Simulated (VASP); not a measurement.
# Y (P6_3/mmc) in VASP: a series of runs

Aim: see how the results for Y move with the level of theory and the settings. Levels: PBE+U, revPBE, PBE+D3(BJ), PBE. Tasks: single point.

Program: VASP 6.6.1. These are calculated values, not measurements. Logs are shortened: lines on timing, memory, paths and dates and some standing lists are left out, and cuts for length are marked.

## 1. The cell of the first run

The structure is hexagonal, space group P6_3/mmc (No. 194). The conventional cell has a = 3.651 Å, b = 3.651 Å, c = 5.747 Å, α = 90.00°, β = 90.00°, γ = 120.00°. Y (site symmetry -6m2) has 12 Y at 3.56 to 3.65 Å within 4.7 Å.

## 2. Single point, PBE+U

INCAR reads:

```
SYSTEM = Y
ALGO     = Normal         ! electronic algorithm
EDIFF    = 1E-6           ! SCF threshold, eV
ENCUT    = 500            ! plane-wave cutoff, eV
GGA      = PE             ! functional
GGA_COMPAT= .FALSE.      
ISIF     = 2              ! what is computed and relaxed
ISMEAR   = 0              ! smearing method
LASPH    = .TRUE.         ! aspherical terms in the spheres
LCHARG   = .FALSE.        ! write CHGCAR
LDAU     = .TRUE.         ! DFT+U
LDAUJ    = 0            
LDAUL    = 2              ! shell
LDAUPRINT= 1            
LDAUTYPE = 2            
LDAUU    = 7.6            ! U, eV
LMAXMIX  = 4              ! l up to which the mixer works
LREAL    = .FALSE.        ! projectors in reciprocal space
LWAVE    = .FALSE.        ! write WAVECAR
NBANDS   = 18             ! bands
NELM     = 200            ! most SCF steps
PREC     = Accurate       ! precision mode
SIGMA    = 0.1            ! smearing width, eV
```

KPOINTS reads:

```
Automatic mesh
0
Gamma
  3 3 1
  0 0 0.5
```

POSCAR reads:

```
Y
1.0
    3.6514992371      0.0000000000      0.0000000000
   -1.8257496185      3.1622911012      0.0000000000
    0.0000000000      0.0000000000      5.7474000000
Y
2
Direct
    0.3333333333      0.6666666667      0.2500000000
    0.6666666667      0.3333333333      0.7500000000
```

Potentials or basis: VASP PAW PBE potentials, release 64 (Y_sv).

Launch:

```console
$ cat potpaw_PBE.64/Y_sv/POTCAR > POTCAR
$ mpirun -np 1 vasp_std > vasp.out
```

OUTCAR:

```text
SYSTEM = Y
   EDIFF = 1E-6
   ENCUT = 500
   GGA = PE
   ISIF = 2
   ISMEAR = 0
   LASPH = .TRUE.
   LREAL = .FALSE.
   NELM = 200
   PREC = Accurate

 ion  position               nearest neighbor table
   1  0.333  0.667  0.250-   2 3.56   2 3.56   2 3.56   2 3.56   2 3.56   2 3.56
   2  0.667  0.333  0.750-   1 3.56   1 3.56   1 3.56   1 3.56   1 3.56   1 3.56

  LATTYP: Found a hexagonal cell.
 ALAT       =     3.6514992371
 C/A-ratio  =     1.5739836234

  Lattice vectors:

 A1 = (   3.6514992371,   0.0000000000,   0.0000000000)
 A2 = (  -1.8257496185,   3.1622911012,   0.0000000000)
 A3 = (   0.0000000000,   0.0000000000,   5.7474000000)

Analysis of symmetry for initial positions (statically):
=====================================================================
 Subroutine PRICEL returns:
 Original cell was already a primitive cell.

 Routine SETGRP: Setting up the symmetry group for a
 hexagonal supercell.

 Subroutine GETGRP returns: Found 24 space group operations
 (whereof 12 operations were pure point group operations)
 out of a pool of 24 trial point group operations.

The static configuration has the point symmetry D_3d.
 The point group associated with its full space group is D_6h.

Analysis of symmetry for dynamics (positions and initial velocities):
=====================================================================
 Subroutine PRICEL returns:
 Original cell was already a primitive cell.

 Routine SETGRP: Setting up the symmetry group for a
 hexagonal supercell.

 Subroutine GETGRP returns: Found 24 space group operations
 (whereof 12 operations were pure point group operations)
 out of a pool of 24 trial point group operations.

The dynamic configuration has the point symmetry D_3d.
 The point group associated with its full space group is D_6h.

 Subroutine INISYM returns: Found 24 space group operations
 (whereof 12 operations are pure point group operations),
 and found     1 'primitive' translations

----------------------------------------------------------------------------------------

                                     Primitive cell

  volume of cell :      66.3658

  direct lattice vectors                    reciprocal lattice vectors
     3.651499237  0.000000000  0.000000000     0.273860115  0.158113211  0.000000000
    -1.825749618  3.162291101  0.000000000     0.000000000  0.316226422  0.000000000
     0.000000000  0.000000000  5.747400000     0.000000000  0.000000000  0.173991718

  length of vectors
     3.651499237  3.651499237  5.747400000     0.316226422  0.316226422  0.173991718

  position of ions in fractional coordinates (direct lattice)
     0.333333333  0.666666667  0.250000000
     0.666666667  0.333333333  0.750000000

  ion indices of the primitive-cell ions
   primitive index   ion index
                 1           1
                 2           2

----------------------------------------------------------------------------------------

 KPOINTS: Automatic mesh

Automatic generation of k-mesh.
 Grid dimensions read from file:
 generate k-points for:    3    3    1

 Generating k-lattice:

  Cartesian coordinates                     Fractional coordinates (reciprocal lattice)
     0.091286705  0.052704404  0.000000000     0.333333333  0.000000000  0.000000000
     0.000000000  0.105408807  0.000000000     0.000000000  0.333333333  0.000000000
     0.000000000  0.000000000  0.173991718     0.000000000  0.000000000  1.000000000

  Length of vectors
     0.105408807  0.105408807  0.173991718

  Shift w.r.t. Gamma in fractional coordinates (k-lattice)
     0.000000000  0.000000000  0.500000000

 Subroutine IBZKPT returns following result:
 ===========================================

 Found      3 irreducible k-points:

 Following reciprocal coordinates:
            Coordinates               Weight
  0.000000  0.000000  0.500000      1.000000
  0.333333 -0.000000  0.500000      6.000000
  0.333333  0.333333  0.500000      2.000000
   k-points           NKPTS =      3   k-points in BZ     NKDIM =      3   number of bands    NBANDS=     18
   number of dos      NEDOS =    301   number of ions     NIONS =      2
   total plane-waves  NPLWV =  32928
   dimension x,y,z NGX =    28 NGY =   28 NGZ =   42
   dimension x,y,z NGXF=    56 NGYF=   56 NGZF=   84
   ions per type =               2
   NGX,Y,Z   is equivalent  to a cutoff of  12.75, 12.75, 12.15 a.u.
   NGXF,Y,Z  is equivalent  to a cutoff of  25.50, 25.50, 24.30 a.u.
 SYSTEM =  Y
   PREC   = accura    normal or accurate (medium, high low for compatibility)
   ISTART =      0    job   : 0-new  1-cont  2-samecut
   ICHARG =      2    charge: 1-file 2-atom 10-const
   ISPIN  =      1    spin polarized calculation?
   LNONCOLLINEAR =      F non collinear calculations
   LSORBIT =      F    spin-orbit coupling
   LASPH  =      T    aspherical Exc in radial PAW
   ENCUT  =  500.0 eV  36.75 Ry    6.06 a.u.   6.66  6.66 10.48*2*pi/ulx,y,z
   NELM   =    200;   NELMIN=  2; NELMDL= -5     # of ELM steps
   EDIFF  = 0.1E-05   stopping-criterion for ELM
   LREAL  =      F    real-space projection
[... 7 lines left out ...]
   TEBEG  =    0.0;   TEEND  =   0.0 temperature during run
   PSTRESS=    0.0 pullay stress
   NELECT =      22.0000    total number of electrons
   NUPDOWN=      -1.0000    fix difference up-down
   EMIN   =  10.00;   EMAX   =-10.00  energy-range for DOS
   EFERMI =   0.00;   METHOD = LEGACY
   ISMEAR =     0;   SIGMA  =   0.10  broadening in eV -4-tet -1-fermi 0-gaus
   EFERMI_NEDOS =   21; number of points for ismear=-14 and -15
   IALGO  =     38    algorithm
   IMIX   =      4    mixing-type and parameters
     AMIX     =   0.40;   BMIX     =  1.00
     AMIX_MAG =   1.60;   BMIX_MAG =  1.00
  volume/ion in A,a.u.               =      33.18       223.93
  Fermi-wavevector in a.u.,A,eV,Ry     =   1.133011  2.141081 17.465997  1.283715
  Thomas-Fermi vector in A             =   2.269713
   LORBIT       =      0    0 simple, 1 ext, 2 COOP (PROOUT), +10 PAW based schemes
 LDA+U is selected, type is set to LDAUTYPE =  2
   angular momentum for each species LDAUL =     2
   U (eV)           for each species LDAUU =   7.6
   J (eV)           for each species LDAUJ =   0.0
   GGA     = PE    functional components
   LHFCALC =     F    Hartree Fock is set to
   AEXX    =    0.0000 exact exchange contribution
   IVDW    =     0    specifies the selected vdW correction
   LEPSILON=     F    determine dielectric tensor
   LRPA    =     F    only Hartree local field effects (RPA)
 non-spin polarized calculation
 Gauss-broadening in eV      SIGMA  =   0.10
  energy-cutoff  :      500.00
  volume of cell :       66.37
 maximum number of plane-waves:      1688
 NGX is ok and might be reduce to    28
   NGX = 13   NGY = 13   NGZ = 21

atom =   1  type =  1  l = 2

 onsite density matrix

spin component  1

  0.0477  0.0000 -0.0000 -0.0000  0.0000
  0.0000  0.0649 -0.0000  0.0000  0.0000
 -0.0000 -0.0000  0.0227 -0.0000 -0.0000
 -0.0000  0.0000 -0.0000  0.0649  0.0000
  0.0000  0.0000 -0.0000  0.0000  0.0477

spin component  2

  0.0477  0.0000 -0.0000 -0.0000  0.0000
  0.0000  0.0649 -0.0000  0.0000  0.0000
 -0.0000 -0.0000  0.0227 -0.0000 -0.0000
 -0.0000  0.0000 -0.0000  0.0649  0.0000
  0.0000  0.0000 -0.0000  0.0000  0.0477

 occupancies and eigenvectors

  o =  0.0227  v = -0.0000  0.0000 -1.0000 -0.0000 -0.0000  0.0000  0.0000  0.0000  0.0000  0.0000      0.0000  0.0000  0.0000  0.0000  0.0000  0.0000  0.0000  0.0000  0.0000  0.0000
  o =  0.0227  v =  0.0000  0.0000  0.0000  0.0000  0.0000 -0.0000  0.0000 -1.0000 -0.0000 -0.0000      0.0000  0.0000  0.0000  0.0000  0.0000  0.0000  0.0000  0.0000  0.0000  0.0000
  o =  0.0477  v =  0.0000  0.0000  0.0000  0.0000  0.0000  0.0849  0.0000  0.0000 -0.0000 -0.9964      0.0000  0.0000  0.0000  0.0000  0.0000  0.0000  0.0000  0.0000  0.0000  0.0000
  o =  0.0477  v =  0.0849  0.0000  0.0000 -0.0000 -0.9964  0.0000  0.0000  0.0000  0.0000  0.0000      0.0000  0.0000  0.0000  0.0000  0.0000  0.0000  0.0000  0.0000  0.0000  0.0000
  o =  0.0477  v =  0.0000  0.0000  0.0000  0.0000  0.0000  0.9964 -0.0000 -0.0000  0.0000  0.0849      0.0000  0.0000  0.0000  0.0000  0.0000  0.0000  0.0000  0.0000  0.0000  0.0000
  o =  0.0477  v =  0.9964 -0.0000 -0.0000  0.0000  0.0849  0.0000  0.0000  0.0000  0.0000  0.0000      0.0000  0.0000  0.0000  0.0000  0.0000  0.0000  0.0000  0.0000  0.0000  0.0000
  o =  0.0649  v =  0.0000  0.8631  0.0000 -0.5051  0.0000  0.0000  0.0000  0.0000  0.0000  0.0000      0.0000  0.0000  0.0000  0.0000  0.0000  0.0000  0.0000  0.0000  0.0000  0.0000
  o =  0.0649  v =  0.0000  0.0000  0.0000  0.0000  0.0000  0.0000  0.8631  0.0000 -0.5051  0.0000      0.0000  0.0000  0.0000  0.0000  0.0000  0.0000  0.0000  0.0000  0.0000  0.0000
  o =  0.0649  v =  0.0000  0.0000  0.0000  0.0000  0.0000 -0.0000  0.5051  0.0000  0.8631  0.0000      0.0000  0.0000  0.0000  0.0000  0.0000  0.0000  0.0000  0.0000  0.0000  0.0000
  o =  0.0649  v = -0.0000  0.5051  0.0000  0.8631  0.0000  0.0000  0.0000  0.0000  0.0000  0.0000      0.0000  0.0000  0.0000  0.0000  0.0000  0.0000  0.0000  0.0000  0.0000  0.0000

atom =   2  type =  1  l = 2

 onsite density matrix

spin component  1

  0.0477  0.0000 -0.0000 -0.0000  0.0000
  0.0000  0.0649  0.0000  0.0000 -0.0000
 -0.0000  0.0000  0.0227 -0.0000 -0.0000
 -0.0000  0.0000 -0.0000  0.0649  0.0000
  0.0000 -0.0000 -0.0000  0.0000  0.0477

spin component  2

  0.0477  0.0000 -0.0000 -0.0000  0.0000
  0.0000  0.0649  0.0000  0.0000 -0.0000
 -0.0000  0.0000  0.0227 -0.0000 -0.0000
 -0.0000  0.0000 -0.0000  0.0649  0.0000
  0.0000 -0.0000 -0.0000  0.0000  0.0477

 occupancies and eigenvectors

  o =  0.0227  v = -0.0000 -0.0000 -1.0000 -0.0000 -0.0000  0.0000  0.0000  0.0000  0.0000  0.0000      0.0000  0.0000  0.0000  0.0000  0.0000  0.0000  0.0000  0.0000  0.0000  0.0000
  o =  0.0227  v =  0.0000  0.0000  0.0000  0.0000  0.0000 -0.0000 -0.0000 -1.0000 -0.0000 -0.0000      0.0000  0.0000  0.0000  0.0000  0.0000  0.0000  0.0000  0.0000  0.0000  0.0000
  o =  0.0477  v =  0.0000  0.0000  0.0000  0.0000  0.0000  0.5386  0.0000 -0.0000 -0.0000 -0.8425      0.0000  0.0000  0.0000  0.0000  0.0000  0.0000  0.0000  0.0000  0.0000  0.0000
  o =  0.0477  v =  0.5386  0.0000 -0.0000 -0.0000 -0.8425  0.0000  0.0000  0.0000  0.0000  0.0000      0.0000  0.0000  0.0000  0.0000  0.0000  0.0000  0.0000  0.0000  0.0000  0.0000
  o =  0.0477  v =  0.0000  0.0000  0.0000  0.0000  0.0000  0.8425 -0.0000 -0.0000  0.0000  0.5386      0.0000  0.0000  0.0000  0.0000  0.0000  0.0000  0.0000  0.0000  0.0000  0.0000
  o =  0.0477  v =  0.8425 -0.0000 -0.0000  0.0000  0.5386  0.0000  0.0000  0.0000  0.0000  0.0000      0.0000  0.0000  0.0000  0.0000  0.0000  0.0000  0.0000  0.0000  0.0000  0.0000
  o =  0.0649  v = -0.0000 -0.8631  0.0000  0.5051 -0.0000  0.0000  0.0000  0.0000  0.0000  0.0000      0.0000  0.0000  0.0000  0.0000  0.0000  0.0000  0.0000  0.0000  0.0000  0.0000
  o =  0.0649  v =  0.0000  0.0000  0.0000  0.0000  0.0000 -0.0000 -0.8631  0.0000  0.5051 -0.0000      0.0000  0.0000  0.0000  0.0000  0.0000  0.0000  0.0000  0.0000  0.0000  0.0000
  o =  0.0649  v =  0.0000  0.0000  0.0000  0.0000  0.0000  0.0000 -0.5051  0.0000 -0.8631 -0.0000      0.0000  0.0000  0.0000  0.0000  0.0000  0.0000  0.0000  0.0000  0.0000  0.0000
  o =  0.0649  v =  0.0000 -0.5051  0.0000 -0.8631 -0.0000  0.0000  0.0000  0.0000  0.0000  0.0000      0.0000  0.0000  0.0000  0.0000  0.0000  0.0000  0.0000  0.0000  0.0000  0.0000

 number of electron      22.0000000 magnetization

 Free energy of the ion-electron system (eV)
  ---------------------------------------------------
  ext. energy  EPLUGINS =         0.00000000
  ---------------------------------------------------
  free energy    TOTEN  =        -7.46113289 eV

  energy without entropy =       -7.43215790  energy(sigma->0) =       -7.44664540

 E-fermi :   4.2791     XC(G=0):  -9.4729

 val. band max:        4.0290556423   @ k =   0.3333   0.3333   0.5000
 cond. band min:       4.3768303608   @ k =   0.3333  -0.0000   0.5000
 fundamental gap:      0.3477747184
 Fermi energy:         4.2790691583

 k-point     1 :       0.0000    0.0000    0.5000
  band No.  band energies     occupation
      1     -40.4444      2.00000
      2     -40.4444      2.00000
      3     -20.3547      2.00000
      4     -20.3547      2.00000
      5     -20.1711      2.00000
      6     -20.1711      2.00000
[... 10 lines left out ...]
     17       9.6783      0.00000
     18       9.6783      0.00000

 k-point     2 :       0.3333   -0.0000    0.5000
  band No.  band energies     occupation
      1     -40.4204      2.00000
      2     -40.4204      2.00000
      3     -20.5164      2.00000
      4     -20.5164      2.00000
      5     -20.2315      2.00000
      6     -20.2315      2.00000
[... 10 lines left out ...]
     17       9.5142      0.00000
     18       9.5144      0.00000

 k-point     3 :       0.3333    0.3333    0.5000
  band No.  band energies     occupation
      1     -40.4083      2.00000
      2     -40.4083      2.00000
      3     -20.5225      2.00000
      4     -20.5225      2.00000
      5     -20.4057      2.00000
      6     -20.4057      2.00000
[... 10 lines left out ...]
     17       9.5111      0.00000
     18       9.5111      0.00000

------------------------ aborting loop because EDIFF is reached ----------------------------------------

  FORCE on cell =-STRESS in cart. coord.  units (eV):
  Direction    XX          YY          ZZ          XY          YZ          ZX
  --------------------------------------------------------------------------------------
  -------------------------------------------------------------------------------------
  Total        6.8907245      6.8907245      7.6474684      0.0000000      0.0000000      0.0000000
  in kB      166.3531339    166.3531339    184.6221434      0.0000000      0.0000000      0.0000000
  external PRESSURE =     172.4428037 kB  Pullay stress =       0.0000000 kB

 VOLUME and BASIS-vectors are now :
 -----------------------------------------------------------------------------
  energy-cutoff  :      500.00
  volume of cell :       66.37
      direct lattice vectors                 reciprocal lattice vectors
     3.651499237  0.000000000  0.000000000     0.273860115  0.158113211  0.000000000
    -1.825749618  3.162291101  0.000000000     0.000000000  0.316226422  0.000000000
     0.000000000  0.000000000  5.747400000     0.000000000  0.000000000  0.173991718

 POSITION                                       TOTAL-FORCE (eV/Angst)
 -----------------------------------------------------------------------------------
     -0.00000      2.10819      1.43685         0.000000     -0.000000      0.000000
      1.82575      1.05410      4.31055        -0.000000      0.000000      0.000000
 -----------------------------------------------------------------------------------
    total drift:                                0.000000     -0.000000      0.000000

  FREE ENERGIE OF THE ION-ELECTRON SYSTEM (eV)
  ---------------------------------------------------
  free  energy   TOTEN  =        -7.4611328915 eV

  energy  without entropy=       -7.4321579046  energy(sigma->0) =       -7.44664540
```

Wall time 8.5 s (1 thread of Intel Xeon 6975P-C (Granite Rapids), shared host); peak memory 0.17 GiB.

Results:

```
Free energy            : -7.4611 eV
Pressure               : 17.2 GPa
Band gap on the k mesh : zero (band 11 reaches 5.55 eV, above the bottom of band 12 at 3.80 eV)
```

Stress tensor (GPa, compression positive):
```
16.64  0.00  0.00
 0.00 16.64  0.00
 0.00  0.00 18.46
```

Eigenvalues of the final occupation matrices:
| site | spin | trace | eigenvalues |
| --- | --- | --- | --- |
| site 1 d | 1 | 0.25 | 0.02 0.05 0.05 0.06 0.06 |
| site 1 d | 2 | 0.25 | 0.02 0.05 0.05 0.06 0.06 |
| site 2 d | 1 | 0.25 | 0.02 0.05 0.05 0.06 0.06 |
| site 2 d | 2 | 0.25 | 0.02 0.05 0.05 0.06 0.06 |

Caveat: the k points lie up to 1.09 Å⁻¹ apart; U without spin polarisation on a metal has little footing; the U is typed as a test and isn't derived for this compound.

## 3. Single point, revPBE

INCAR reads:

```
  ALGO = Normal
  EDIFF = 1E-6
  ENCUT = 500
  GGA = RE
  GGA_COMPAT = False
  ISIF = 2
  ISMEAR = 0
  LASPH = True
  LCHARG = False
  LREAL = False
  LWAVE = False
  NBANDS = 18
  NELM = 120
  PREC = Accurate
  SIGMA = 0.1
```

KPOINTS reads:

```
k-points
0
Gamma
  3 3 2
```

POSCAR is that of step 2.

Potentials or basis: VASP PAW PBE potentials, release 64 (Y_sv).

Launch:

```console
$ cat potpaw_PBE.64/Y_sv/POTCAR > POTCAR
$ mpirun -np 1 vasp_std > vasp.out
```

Run time: 11 s. Hardware: 1 thread of Intel Xeon 6975P-C (Granite Rapids), shared host; peak memory 0.17 GiB.

Results (log left out):

```
Free energy            : -12.2452 eV
Pressure               : 0.0 GPa
Band gap on the k mesh : zero (band 11 reaches 3.98 eV, above the bottom of band 12 at 2.59 eV)
```

Stress tensor (GPa, compression positive):
```
 0.24  0.00  0.00
 0.00  0.24  0.00
 0.00  0.00 -0.55
```

Levels at points of the mesh, in eV from the Fermi level:
| k point | band 6 | band 7 | band 8 | band 9 | band 10 | band 11 | band 12 | band 13 | band 14 | band 15 |
| --- | --- | --- | --- | --- | --- | --- | --- | --- | --- | --- |
| (0.00, 0.00, 0.00) | -22.54 | -22.54 | -22.46 | -4.74 | -1.93 | 0.77 | 1.67 | 1.67 | 1.98 | 2.26 |
| (0.00, 0.00, 0.50) | -22.58 | -22.58 | -22.58 | -3.32 | -3.32 | 0.88 | 0.88 | 1.60 | 1.60 | 1.60 |

Caveat: the k points lie up to 0.66 Å⁻¹ apart; the PAW data sets were made with another functional, which shifts forces and pressure a little.

## 4. Single point, PBE+D3(BJ)

INCAR, as its differences from that of step 3:

```diff
@@ -3,6 +3,7 @@
   ENCUT = 500
-  GGA = RE
+  GGA = PE
   GGA_COMPAT = False
   ISIF = 2
-  ISMEAR = 0
+  ISMEAR = -4
+  IVDW = 12
   LASPH = True
```

KPOINTS is that of step 3.

POSCAR is that of step 3.

Launch:

```console
$ cat potpaw_PBE.64/Y_sv/POTCAR > POTCAR
$ mpirun -np 1 vasp_std > vasp.out
```

It took 8.7 s on 1 thread of Intel Xeon 6975P-C (Granite Rapids), shared host; peak memory 0.18 GiB.

It converged, with:

* Free energy: -13.2440 eV
* Pressure: -2.6 GPa
* Band gap on the k mesh: zero (band 11 reaches 3.91 eV, above the bottom of band 12 at 2.52 eV)
* Dispersion energy per atom: -0.331 eV

Stress tensor (GPa, compression positive):
```
-2.48  0.00  0.00
 0.00 -2.48  0.00
 0.00  0.00 -2.80
```

Levels at points of the mesh, in eV from the Fermi level:
| k point | band 6 | band 7 | band 8 | band 9 | band 10 | band 11 | band 12 | band 13 | band 14 | band 15 |
| --- | --- | --- | --- | --- | --- | --- | --- | --- | --- | --- |
| (0.00, 0.00, 0.00) | -22.38 | -22.38 | -22.33 | -4.64 | -1.83 | 0.88 | 1.77 | 1.77 | 2.07 | 2.36 |
| (0.00, 0.00, 0.50) | -22.42 | -22.42 | -22.42 | -3.23 | -3.23 | 0.98 | 0.98 | 1.70 | 1.70 | 1.70 |

Caveat: the k points lie up to 0.66 Å⁻¹ apart; pairwise dispersion overbinds metals, which lowers pressure and volume.

## 5. Single point, PBE

INCAR reads:

```
SYSTEM = Y
ALGO = Normal
EDIFF = 1E-6
ENCUT = 500
GGA = PE
GGA_COMPAT = .FALSE.
ISIF = 2
ISMEAR = 1
LASPH = .TRUE.
LCHARG = .FALSE.
LREAL = .FALSE.
LWAVE = .FALSE.
NBANDS = 18
NELECT = 21.0
NELM = 120
PREC = Accurate
SIGMA = 0.1
```

KPOINTS reads:

```
k-points
0
G
  3 3 2
  0 0 0
```

POSCAR is that of step 4.

Launch:

```console
$ cat potpaw_PBE.64/Y_sv/POTCAR > POTCAR
$ mpirun -np 1 vasp_std > vasp.out
```

Wall time 7.9 s (1 thread of Intel Xeon 6975P-C (Granite Rapids), shared host); peak memory 0.17 GiB.

Results (log left out):

- Free energy: -15.7004 eV

Levels at points of the mesh, in eV from the Fermi level:
| k point | band 8 | band 9 | band 10 | band 11 | band 12 | band 13 |
| --- | --- | --- | --- | --- | --- | --- |
| (0.00, 0.00, 0.00) | -22.30 | -4.17 | -1.46 | 1.27 | 2.00 | 2.00 |
| (0.00, 0.00, 0.50) | -22.42 | -2.78 | -2.78 | 1.26 | 1.26 | 1.93 |

Caveat: the k points lie up to 0.66 Å⁻¹ apart; the cell carries a net charge on a neutralising background, which shifts energy and pressure; the cell is charged against a uniform background, so pressure and absolute levels hang on convention.

(Part 1 of 2 ends here.)
